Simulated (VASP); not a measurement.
Crystal: HfN.

```
CELL_PARAMETERS angstrom
3.30103 0.00000 0.00000
-1.65051 2.85877 0.00000
0.00000 0.00000 10.44580
ATOMIC_POSITIONS crystal
Hf 0.00000 0.00000 0.18487
Hf 0.66667 0.33333 0.50000
Hf 0.00000 0.00000 0.81513
N 0.00000 0.00000 0.00000
N 0.00000 0.00000 0.38742
N 0.00000 0.00000 0.61258
```

| Quantity | Value |
| --- | --- |
| Program | VASP 6.6.1 |
| Task | relaxation of cell and atoms |
| Functional | PBE |
| Potentials or basis | VASP PAW PBE potentials, release 64 (Hf_pv, N) |
| Cutoff | 600 eV |
| k mesh | 12 × 12 × 4 |
| Occupations | gaussian, width 0.1 eV |
| Spin | no spin polarisation |

At the start: pressure 0.4 GPa; volume 16.43 Å³/atom.

Task: Where does the relaxation end?

Result: Over 10 steps the energy falls by 2.7 meV/atom and the volume is 16.35 Å³/atom (-0.5 %); space group P-6m2 (No. 187, to 0.05 Å).

The path:
```
step  energy change (eV)  largest force (eV/Å)  pressure (GPa)  volume (Å³)
   1              0.0000                0.4145            0.45        98.58
   2             -0.0034                0.1666           -2.19        99.22
   3             -0.0127                0.1669           -1.03        98.92
   4             -0.0143                0.1746            0.54        97.71
   5             -0.0161                0.0528           -0.11        98.21
   6             -0.0163                0.0204            0.06        98.05
   7             -0.0163                0.0117            0.03        98.08
   8             -0.0163                0.0112            0.03        98.08
   9             -0.0163                0.0065           -0.04        98.10
  10             -0.0163                0.0077           -0.02        98.09
```

Final structure:
```cif
data_structure
_symmetry_space_group_name_H-M 'P 1'
_symmetry_Int_Tables_number 1
_cell_length_a 3.2837
_cell_length_b 3.2837
_cell_length_c 10.5041
_cell_angle_alpha 90.000
_cell_angle_beta 90.000
_cell_angle_gamma 120.000
_cell_volume 98.09
loop_
_atom_site_label
_atom_site_type_symbol
_atom_site_fract_x
_atom_site_fract_y
_atom_site_fract_z
_atom_site_occupancy
Hf1 Hf 0.00000 0.00000 0.18565 1
Hf2 Hf 0.66667 0.33333 0.50000 1
Hf3 Hf 0.00000 0.00000 0.81435 1
N1 N 0.00000 0.00000 0.00000 1
N2 N 0.00000 0.00000 0.38576 1
N3 N 0.00000 0.00000 0.61424 1
```
